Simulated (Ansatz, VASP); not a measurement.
## One calculation of Ti3Al, two programs

File POSCAR:

```
Ti3Al
1.0
    0.0000000000      3.2317810000      3.2317810000
    3.2317810000      0.0000000000      3.2317810000
    3.2317810000      3.2317810000      0.0000000000
Ti Al
3 1
Direct
    0.7500000000      0.7500000000      0.7500000000
    0.2500000000      0.2500000000      0.2500000000
    0.0000000000      0.0000000000      0.0000000000
    0.5000000000      0.5000000000      0.5000000000
```

File INCAR.step1:

```
ALGO = Normal
EDIFF = 1E-4
ENCUT = 520
GGA = PE
ISMEAR = 0
ISPIN = 2
LASPH = T
LCHARG = F
LMAXMIX = 4
LREAL = F
LWAVE = T
MAGMOM = 0.23 0.23 1.03 -0.03
NBANDS = 32
NELM = 150
PREC = Accurate
SIGMA = 0.05
```

Contents of INCAR.step2:

```
ALGO = Normal
EDIFF = 1E-7
ENCUT = 520
ISIF = 2
ISMEAR = 0
ISPIN = 2
ISTART = 1
LASPH = T
LCHARG = T
LELF = T
LMAXMIX = 4
LMIXTAU = T
LORBIT = 11
LREAL = F
LVHAR = T
LWAVE = F
MAGMOM = 0.23 0.23 1.03 -0.03
METAGGA = R2SCAN
NBANDS = 32
NELM = 150
PREC = Accurate
SIGMA = 0.05
```

The input KPOINTS:

```
k-points
0
Gamma
  10 10 10
```

Input for Ansatz:

```yaml
crystal:
  lattice:
    - [0.0, 3.231781, 3.231781]
    - [3.231781, 0.0, 3.231781]
    - [3.231781, 3.231781, 0.0]
  atoms:
    - { symbol: Ti, position: [0.75, 0.75, 0.75], spin: 0.23 }
    - { symbol: Ti, position: [0.25, 0.25, 0.25], spin: 0.23 }
    - { symbol: Ti, position: [0.0, 0.0, 0.0], spin: 1.03 }
    - { symbol: Al, position: [0.5, 0.5, 0.5], spin: -0.03 }
magnetization:
  spin_polarized: true
basis:
  ecutwfc: 500
  fft_grid_basis: typed
kpoints:
  mp_grid: { grid: [10, 10, 10] }
hamiltonian:
  xc: r2scan
scf:
  occupations: { method: gaussian, width: 0.05 }
output:
  forces: true
  stress: true
  eigenvalues: true
  bader: true
  write_density: true
  volumetric_format: npy
  populations: true
```

Alike in both runs: task single point; functional r2SCAN; k mesh 10 × 10 × 10; occupations gaussian, width 0.05 eV; collinear spin.

|  | VASP | Ansatz |
| --- | --- | --- |
| version | VASP 6.6.1 | Ansatz 0.2.0 |
| potentials or method | VASP PAW PBE potentials, release 64 (Ti_sv, Al), cutoff 520 eV | scalar-relativistic, plane waves, PAW |
| valence electrons in the cell | 39 | 39 |

```csv
,VASP,Ansatz,Ansatz less VASP
gap on the k mesh at the Fermi level (eV),none,none,-
pressure (GPa),0.1,-0.2,-0.27
net moment per atom (μB),0.60,0.60,-0.001
size of the moment on the site where the two differ most (μB),0.04,0.06,+0.017
```

VASP's potentials were made for PBE, not for r2SCAN. Site moments also hang on the region over which each program counts them. A gap of «none» marks a metal or a gap that the smearing closes. Ansatz's warnings: stability check not made.
